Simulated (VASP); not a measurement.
Set up this calculation in VASP 6.6.1, as the native input.

- Task: single point
- Functional: LDA
- Potentials or basis: VASP PAW LDA potentials, release 64 (Bi_d)
- Cutoff: 520 eV
- k mesh: 6 × 6 × 6
- Occupations: methfessel-paxton, width 0.1 eV
- Spin: no spin polarisation
- Dipole correction: no
- Further INCAR settings: ALGO = Normal; EDIFF = 1e-06; NBANDS = 14

The structure of Bi lies in POSCAR:

```
Bi
1.0
   -4.2343021438      4.2343021438      1.4514052921
    4.2343021438     -4.2343021438      1.4514052921
    4.2343021438      4.2343021438     -1.4514052921
Bi
1
Direct
    0.0000000000      0.0000000000      0.0000000000
```

These files were run (other wordings do the same):

INCAR

```
ALGO = Normal
EDIFF = 1E-6
ENCUT = 520
GGA = CA
ISIF = 2
ISMEAR = 1
LASPH = True
LCHARG = False
LREAL = False
LWAVE = False
NBANDS = 14
NELM = 60
PREC = Accurate
SIGMA = 0.1
```

KPOINTS

```
k-points
0
Gamma
  6 6 6
```

Potentials or basis: VASP PAW LDA potentials, release 64 (Bi_d).

Run with:

```sh
$ cat potpaw_LDA.64/Bi_d/POTCAR > POTCAR
$ mpirun -np 1 vasp_std > vasp.out
```

It gave:

```json
{
  "Pressure": "0.0 GPa",
  "Band gap on the k mesh": "zero (an odd number of electrons rules out a gap without spin polarisation)"
}
```

Caveat: the k points lie up to 0.38 Å⁻¹ apart, too coarse for converged energies and pressures of a metal; spin-orbit coupling is left out, which moves the levels of the heavy elements.

It took 100 s on 1 thread of Intel Xeon 8259CL, on a shared host, peak memory 0.25 GiB.
